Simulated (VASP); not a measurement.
# B (Fd-3m) in VASP: notebook

The runs below take B through single point, with PBE.

All numbers are computed with VASP 6.6.1; they aren't measurements. Logs are shortened: lines on timing, memory, paths and dates and some standing lists are left out, and cuts for length are marked.

## 1. The cell of the first run

It takes space group Fd-3m (No. 227, cubic). Conventional cell: a = 4.105 Å, b = 4.105 Å, c = 4.105 Å, α = 90.00°, β = 90.00°, γ = 90.00°. B (site symmetry -43m) has 4 B at 1.78 Å within 2.4 Å.

This isn't the form of B at room conditions, which is rhombohedral.

## 2. Single point, PBE

The input, INCAR:

```
SYSTEM = B
  PREC = Accurate
  ENCUT = 520
  EDIFF = 1E-6
  ISMEAR = -1
  SIGMA = 0.06122561905347299
  LREAL = .FALSE.
  LASPH = .TRUE.
  NELM = 100
  ALGO = Normal
  ISIF = 2
  LWAVE = .FALSE.
  LCHARG = .FALSE.
  GGA = PE
  NBANDS = 10
```

The input, KPOINTS:

```
regular mesh
0
G
  46 46 46
  0 0 0
```

The input, POSCAR:

```
B
1.0
    0.0000000000      2.0523659337      2.0523659337
    2.0523659337      0.0000000000      2.0523659337
    2.0523659337      2.0523659337      0.0000000000
B
2
Direct
    0.0000000000      0.0000000000      0.0000000000
    0.2500000000      0.2500000000      0.2500000000
```

Potentials or basis: VASP PAW PBE potentials, release 64 (B).

Run with:

```sh
cat potpaw_PBE.64/B/POTCAR > POTCAR
mpirun -np 1 vasp_std > vasp.out
```

OUTCAR:

```text
SYSTEM = B
   PREC = Accurate
   ENCUT = 520
   EDIFF = 1E-6
   ISMEAR = -1
   LREAL = .FALSE.
   LASPH = .TRUE.
   NELM = 100
   ISIF = 2
   GGA = PE

 ion  position               nearest neighbor table
   1  0.000  0.000  0.000-   2 1.78   2 1.78   2 1.78   2 1.78
   2  0.250  0.250  0.250-   1 1.78   1 1.78   1 1.78   1 1.78

  LATTYP: Found a face centered cubic cell.
 ALAT       =     4.1047318674

  Lattice vectors:

 A1 = (   0.0000000000,   2.0523659337,   2.0523659337)
 A2 = (   2.0523659337,   0.0000000000,   2.0523659337)
 A3 = (   2.0523659337,   2.0523659337,   0.0000000000)

Analysis of symmetry for initial positions (statically):
=====================================================================
 Subroutine PRICEL returns:
 Original cell was already a primitive cell.

 Routine SETGRP: Setting up the symmetry group for a
 face centered cubic supercell.

 Subroutine GETGRP returns: Found 48 space group operations
 (whereof 24 operations were pure point group operations)
 out of a pool of 48 trial point group operations.

The static configuration has the point symmetry T_d .
 The point group associated with its full space group is O_h .

Analysis of symmetry for dynamics (positions and initial velocities):
=====================================================================
 Subroutine PRICEL returns:
 Original cell was already a primitive cell.

 Routine SETGRP: Setting up the symmetry group for a
 face centered cubic supercell.

 Subroutine GETGRP returns: Found 48 space group operations
 (whereof 24 operations were pure point group operations)
 out of a pool of 48 trial point group operations.

The dynamic configuration has the point symmetry T_d .
 The point group associated with its full space group is O_h .

 Subroutine INISYM returns: Found 48 space group operations
 (whereof 24 operations are pure point group operations),
 and found     1 'primitive' translations

----------------------------------------------------------------------------------------

                                     Primitive cell

  volume of cell :      17.2900

  direct lattice vectors                    reciprocal lattice vectors
     0.000000000  2.052365934  2.052365934    -0.243621272  0.243621272  0.243621272
     2.052365934  0.000000000  2.052365934     0.243621272 -0.243621272  0.243621272
     2.052365934  2.052365934  0.000000000     0.243621272  0.243621272 -0.243621272

  length of vectors
     2.902483738  2.902483738  2.902483738     0.421964421  0.421964421  0.421964421

  position of ions in fractional coordinates (direct lattice)
     0.000000000  0.000000000  0.000000000
     0.250000000  0.250000000  0.250000000

  ion indices of the primitive-cell ions
   primitive index   ion index
                 1           1
                 2           2

----------------------------------------------------------------------------------------

 KPOINTS: regular mesh

Automatic generation of k-mesh.
 Grid dimensions read from file:
 generate k-points for:   46   46   46

 Generating k-lattice:

  Cartesian coordinates                     Fractional coordinates (reciprocal lattice)
    -0.005296115  0.005296115  0.005296115     0.021739130  0.000000000  0.000000000
     0.005296115 -0.005296115  0.005296115     0.000000000  0.021739130  0.000000000
     0.005296115  0.005296115 -0.005296115     0.000000000  0.000000000  0.021739130

  Length of vectors
     0.009173140  0.009173140  0.009173140

  Shift w.r.t. Gamma in fractional coordinates (k-lattice)
     0.000000000  0.000000000  0.000000000

 Subroutine IBZKPT returns following result:
 ===========================================

 Found   2456 irreducible k-points:

 Following reciprocal coordinates:
            Coordinates               Weight
  0.000000  0.000000  0.000000      1.000000
  0.021739  0.000000  0.000000      8.000000
  0.043478  0.000000  0.000000      8.000000
  0.065217  0.000000  0.000000      8.000000
  0.086957  0.000000  0.000000      8.000000
  0.108696  0.000000  0.000000      8.000000
[... 16 lines left out ...]
  0.478261  0.000000  0.000000      8.000000
  0.500000  0.000000  0.000000      4.000000
 [... further k-points ...]
   k-points           NKPTS =   2456   k-points in BZ     NKDIM =   2456   number of bands    NBANDS=     10
   number of dos      NEDOS =    301   number of ions     NIONS =      2
   total plane-waves  NPLWV =  13824
   dimension x,y,z NGX =    24 NGY =   24 NGZ =   24
   dimension x,y,z NGXF=    48 NGYF=   48 NGZF=   48
   ions per type =               2
   NGX,Y,Z   is equivalent  to a cutoff of  13.75, 13.75, 13.75 a.u.
   NGXF,Y,Z  is equivalent  to a cutoff of  27.49, 27.49, 27.49 a.u.
 SYSTEM =  B
   PREC   = accura    normal or accurate (medium, high low for compatibility)
   ISTART =      0    job   : 0-new  1-cont  2-samecut
   ICHARG =      2    charge: 1-file 2-atom 10-const
   ISPIN  =      1    spin polarized calculation?
   LNONCOLLINEAR =      F non collinear calculations
   LSORBIT =      F    spin-orbit coupling
   LASPH  =      T    aspherical Exc in radial PAW
   ENCUT  =  520.0 eV  38.22 Ry    6.18 a.u.   5.40  5.40  5.40*2*pi/ulx,y,z
   NELM   =    100;   NELMIN=  2; NELMDL= -5     # of ELM steps
   EDIFF  = 0.1E-05   stopping-criterion for ELM
   LREAL  =      F    real-space projection
   EDIFFG = 0.1E-04   stopping-criterion for IOM
   NSW    =      0    number of steps for IOM
   IBRION =     -1    ionic relax: 0-MD 1-quasi-New 2-CG
   NFREE  =      0    steps in history (QN), initial steepest desc. (CG)
   ISIF   =      2    stress and relaxation
   ISYM   =      2    0-nonsym 1-usesym 2-fastsym
   POTIM  = 0.5000    time-step for ionic-motion
   TEBEG  =    0.0;   TEEND  =   0.0 temperature during run
   PSTRESS=    0.0 pullay stress
   NELECT =       6.0000    total number of electrons
   NUPDOWN=      -1.0000    fix difference up-down
   EMIN   =  10.00;   EMAX   =-10.00  energy-range for DOS
   EFERMI =   0.00;   METHOD = LEGACY
   ISMEAR =    -1;   SIGMA  =   0.06  broadening in eV -4-tet -1-fermi 0-gaus
   EFERMI_NEDOS =   21; number of points for ismear=-14 and -15
   IALGO  =     38    algorithm
   IMIX   =      4    mixing-type and parameters
     AMIX     =   0.40;   BMIX     =  1.00
     AMIX_MAG =   1.60;   BMIX_MAG =  1.00
  volume/ion in A,a.u.               =       8.64        58.34
  Fermi-wavevector in a.u.,A,eV,Ry     =   1.150431  2.173999 18.007185  1.323491
  Thomas-Fermi vector in A             =   2.287095
   LORBIT       =      0    0 simple, 1 ext, 2 COOP (PROOUT), +10 PAW based schemes
   GGA     = PE    functional components
   LHFCALC =     F    Hartree Fock is set to
   AEXX    =    0.0000 exact exchange contribution
   IVDW    =     0    specifies the selected vdW correction
   LEPSILON=     F    determine dielectric tensor
   LRPA    =     F    only Hartree local field effects (RPA)
 non-spin polarized calculation
  energy-cutoff  :      520.00
  volume of cell :       17.29
 maximum number of plane-waves:       487
 NGX is ok and might be reduce to    24
   NGX = 11   NGY = 11   NGZ = 11

 number of electron       6.0000000 magnetization

 Free energy of the ion-electron system (eV)
  ---------------------------------------------------
  ext. energy  EPLUGINS =         0.00000000
  ---------------------------------------------------
  free energy    TOTEN  =       -11.50785104 eV

  energy without entropy =      -11.49685069  energy(sigma->0) =      -11.50235086

 E-fermi :   3.4635     XC(G=0): -11.0413

 val. band max:        3.4626591575   @ k =   0.3261   0.2609   0.0652
 cond. band min:       3.4652220986   @ k =  -0.2609   0.3478   0.0870
 fundamental gap:      0.0025629411
 Fermi energy:         3.4635493663

 k-point     1 :       0.0000    0.0000    0.0000
  band No.  band energies     occupation
      1      -9.1401      2.00000
      2       7.3610      0.00000
      3       7.3610      0.00000
      4       7.3610      0.00000
      5      11.4359      0.00000
      6      11.4359      0.00000
      7      11.4359      0.00000
      8      19.1948      0.00000
      9      21.7091      0.00000
     10      25.9800      0.00000

 k-point     2 :       0.0217    0.0000    0.0000
  band No.  band energies     occupation
      1      -9.1301      2.00000
      2       7.2805      0.00000
      3       7.3403      0.00000
      4       7.3403      0.00000
      5      11.4629      0.00000
      6      11.4629      0.00000
      7      11.4922      0.00000
      8      19.1955      0.00000
      9      21.7283      0.00000
     10      25.6915      0.00000

 k-point     3 :       0.0435    0.0000    0.0000
  band No.  band energies     occupation
      1      -9.1001      2.00000
      2       7.0525      0.00000
      3       7.2802      0.00000
      4       7.2802      0.00000
      5      11.5414      0.00000
      6      11.5414      0.00000
      7      11.6473      0.00000
      8      19.1975      0.00000
      9      21.7846      0.00000
     10      25.2136      0.00000

 k-point     4 :       0.0652    0.0000    0.0000
  band No.  band energies     occupation
      1      -9.0502      2.00000
      2       6.7091      0.00000
      3       7.1864      0.00000
      4       7.1864      0.00000
      5      11.6649      0.00000
      6      11.6649      0.00000
      7      11.8710      0.00000
      8      19.2008      0.00000
      9      21.8746      0.00000
     10      24.7407      0.00000
[... 222 lines left out ...]
 k-point    22 :       0.4565    0.0000    0.0000
  band No.  band energies     occupation
      1      -4.9241      2.00000
      2      -2.8130      2.00000
      3       5.1311      0.00000
      4       5.1311      0.00000
      5      13.4749      0.00000
      6      13.4749      0.00000
      7      14.8031      0.00000
      8      18.9409      0.00000
      9      24.0396      0.00000
     10      26.1040      0.00000

 k-point    23 :       0.4783    0.0000    0.0000
  band No.  band energies     occupation
      1      -4.6211      2.00000
      2      -3.1662      2.00000
      3       5.1119      0.00000
      4       5.1119      0.00000
      5      13.4696      0.00000
      6      13.4696      0.00000
      7      14.8230      0.00000
      8      18.9298      0.00000
      9      24.1076      0.00000
     10      26.3915      0.00000

 k-point    24 :       0.5000    0.0000    0.0000
  band No.  band energies     occupation
      1      -4.4800      2.00000
      2      -3.3241      2.00000
      3       5.1055      0.00000
      4       5.1055      0.00000
      5      13.4676      0.00000
      6      13.4676      0.00000
      7      14.8296      0.00000
      8      18.9261      0.00000
      9      24.1317      0.00000
     10      26.3936      0.00000

 [... further k-points ...]

------------------------ aborting loop because EDIFF is reached ----------------------------------------

  FORCE on cell =-STRESS in cart. coord.  units (eV):
  Direction    XX          YY          ZZ          XY          YZ          ZX
  --------------------------------------------------------------------------------------
  -------------------------------------------------------------------------------------
  Total       -0.6979341     -0.6979341     -0.6979341      0.0000000     -0.0000000      0.0000000
  in kB      -64.6741284    -64.6741284    -64.6741284      0.0000000     -0.0000000      0.0000000
  external PRESSURE =     -64.6741284 kB  Pullay stress =       0.0000000 kB

 VOLUME and BASIS-vectors are now :
 -----------------------------------------------------------------------------
  energy-cutoff  :      520.00
  volume of cell :       17.29
      direct lattice vectors                 reciprocal lattice vectors
     0.000000000  2.052365934  2.052365934    -0.243621272  0.243621272  0.243621272
     2.052365934  0.000000000  2.052365934     0.243621272 -0.243621272  0.243621272
     2.052365934  2.052365934  0.000000000     0.243621272  0.243621272 -0.243621272

 POSITION                                       TOTAL-FORCE (eV/Angst)
 -----------------------------------------------------------------------------------
      0.00000      0.00000      0.00000        -0.000000     -0.000000     -0.000000
      1.02618      1.02618      1.02618         0.000000      0.000000      0.000000
 -----------------------------------------------------------------------------------
    total drift:                               -0.000000     -0.000000      0.000000

  FREE ENERGIE OF THE ION-ELECTRON SYSTEM (eV)
  ---------------------------------------------------
  free  energy   TOTEN  =       -11.5078510358 eV

  energy  without entropy=      -11.4968506854  energy(sigma->0) =      -11.50235086
```

Wall time 5.2 min (1 thread of AMD EPYC 7R43 (Zen 3), shared host); peak memory 0.4 GiB.

Results:

* Free energy: -11.5079 eV
* Pressure: -6.5 GPa
* Band gap on the k mesh: zero (bands 3 and 4 overlap by 6.89 eV)

Caveat: the cell stands under tension.

## 3. Single point, PBE

This run uses another cell than the first one, of 8.81 Å³/atom.

The input, INCAR:

```
SYSTEM = B
ALGO = Normal ; EDIFF = 1E-6
ENCUT = 520 ; GGA = PE
ISIF = 2 ; ISMEAR = -1
LASPH = .TRUE. ; LCHARG = .FALSE.
LREAL = .FALSE. ; LWAVE = .FALSE.
NBANDS = 10 ; NELM = 100
PREC = Accurate ; SIGMA = 0.06122561905347299
```

The input, KPOINTS:

```
k-points
0
G
  46 46 46
  0 0 0
```

The input, POSCAR:

```
B
1.0
    0.0000000000      2.0654386807      2.0654386807
    2.0654386807      0.0000000000      2.0654386807
    2.0654386807      2.0654386807      0.0000000000
B
2
Direct
    0.0000000000      0.0000000000      0.0000000000
    0.2500000000      0.2500000000      0.2500000000
```

Potentials or basis: VASP PAW PBE potentials, release 64 (B).

Run with:

```sh
cat potpaw_PBE.64/B/POTCAR > POTCAR
mpirun -np 1 vasp_std > vasp.out
```

OUTCAR:

```text
SYSTEM = B
   EDIFF = 1E-6
   ENCUT = 520
   GGA = PE
   ISIF = 2
   ISMEAR = -1
   LASPH = .TRUE.
   LREAL = .FALSE.
   NELM = 100
   PREC = Accurate

 ion  position               nearest neighbor table
   1  0.000  0.000  0.000-   2 1.79   2 1.79   2 1.79   2 1.79
   2  0.250  0.250  0.250-   1 1.79   1 1.79   1 1.79   1 1.79

  LATTYP: Found a face centered cubic cell.
 ALAT       =     4.1308773614

  Lattice vectors:

 A1 = (   0.0000000000,   2.0654386807,   2.0654386807)
 A2 = (   2.0654386807,   0.0000000000,   2.0654386807)
 A3 = (   2.0654386807,   2.0654386807,   0.0000000000)

Analysis of symmetry for initial positions (statically):
=====================================================================
 Subroutine PRICEL returns:
 Original cell was already a primitive cell.

 Routine SETGRP: Setting up the symmetry group for a
 face centered cubic supercell.

 Subroutine GETGRP returns: Found 48 space group operations
 (whereof 24 operations were pure point group operations)
 out of a pool of 48 trial point group operations.

The static configuration has the point symmetry T_d .
 The point group associated with its full space group is O_h .
[... 171 lines left out ...]
      1      -9.1479      2.00000
      2       7.1585      0.00000
      3       7.1585      0.00000
      4       7.1585      0.00000
      5      11.1996      0.00000
      6      11.1996      0.00000
      7      11.1996      0.00000
      8      18.6752      0.00000
      9      21.3191      0.00000
     10      25.6237      0.00000
[... 287 lines left out ...]
 k-point    24 :       0.5000    0.0000    0.0000
  band No.  band energies     occupation
      1      -4.5725      2.00000
      2      -3.3608      2.00000
      3       4.9403      0.00000
      4       4.9403      0.00000
      5      13.2172      0.00000
      6      13.2172      0.00000
      7      14.4407      0.00000
      8      18.6246      0.00000
      9      23.7068      0.00000
     10      25.8862      0.00000

 [... further k-points ...]

------------------------ aborting loop because EDIFF is reached ----------------------------------------

  FORCE on cell =-STRESS in cart. coord.  units (eV):
  Direction    XX          YY          ZZ          XY          YZ          ZX
  --------------------------------------------------------------------------------------
  -------------------------------------------------------------------------------------
  Total       -1.0227256     -1.0227256     -1.0227256      0.0000000      0.0000000      0.0000000
  in kB      -92.9828337    -92.9828337    -92.9828337      0.0000000      0.0000000      0.0000000
  external PRESSURE =     -92.9828337 kB  Pullay stress =       0.0000000 kB

 VOLUME and BASIS-vectors are now :
 -----------------------------------------------------------------------------
  energy-cutoff  :      520.00
  volume of cell :       17.62
      direct lattice vectors                 reciprocal lattice vectors
     0.000000000  2.065438681  2.065438681    -0.242079324  0.242079324  0.242079324
     2.065438681  0.000000000  2.065438681     0.242079324 -0.242079324  0.242079324
     2.065438681  2.065438681  0.000000000     0.242079324  0.242079324 -0.242079324

 POSITION                                       TOTAL-FORCE (eV/Angst)
 -----------------------------------------------------------------------------------
      0.00000      0.00000      0.00000        -0.000000      0.000000      0.000000
      1.03272      1.03272      1.03272         0.000000     -0.000000     -0.000000
 -----------------------------------------------------------------------------------
    total drift:                               -0.000000      0.000000      0.000000

  FREE ENERGIE OF THE ION-ELECTRON SYSTEM (eV)
  ---------------------------------------------------
  free  energy   TOTEN  =       -11.4915830808 eV

  energy  without entropy=      -11.4804039478  energy(sigma->0) =      -11.48599351
```

OSZICAR:

```text
N       E                     dE             d eps       ncg     rms          rms(c)
DAV:   1    -0.564076012689E-01   -0.56408E-01   -0.31108E+03 49568   0.545E+02
DAV:   2    -0.114482065779E+02   -0.11392E+02   -0.10854E+02 65682   0.859E+01
DAV:   3    -0.116489950922E+02   -0.20079E+00   -0.19855E+00 59796   0.872E+00
DAV:   4    -0.116492291095E+02   -0.23402E-03   -0.23398E-03 55148   0.304E-01
DAV:   5    -0.116492292267E+02   -0.11723E-06   -0.11743E-06 56228   0.750E-03    0.274E+00
DAV:   6    -0.115357552215E+02    0.11347E+00   -0.51768E-02 54202   0.134E+00    0.165E+00
DAV:   7    -0.114910792081E+02    0.44676E-01   -0.77091E-02 57690   0.164E+00    0.211E-01
DAV:   8    -0.114915663326E+02   -0.48712E-03   -0.16982E-03 52654   0.317E-01    0.260E-02
DAV:   9    -0.114915789842E+02   -0.12652E-04   -0.30357E-05 59302   0.378E-02    0.122E-02
DAV:  10    -0.114915829615E+02   -0.39773E-05   -0.29096E-06 54036   0.127E-02    0.102E-03
DAV:  11    -0.114915830808E+02   -0.11932E-06   -0.89857E-08 27618   0.218E-03
   1 F= -.11491583E+02 E0= -.11485994E+02  d E =-.111791E-01
```

stdout:

```text
POSCAR found type information on POSCAR B
 POSCAR found :  1 types and       2 ions
 scaLAPACK will be used
 LDA part: xc-table for (Slater+PW92), standard interpolation
 POSCAR, INCAR and KPOINTS ok, starting setup
 FFT: planning ... GRIDC
 FFT: planning ... GRID_SOFT
 FFT: planning ... GRID
 WAVECAR not read
 entering main loop
```

It took 4.7 min on 1 thread of AMD EPYC 7R43 (Zen 3), shared host; peak memory 0.4 GiB.

Results:

| Item | Value |
| --- | --- |
| Free energy | -11.4916 eV |
| Pressure | -9.3 GPa |
| Band gap on the k mesh | zero (bands 3 and 4 overlap by 6.76 eV) |

Caveat: the cell stands under tension.
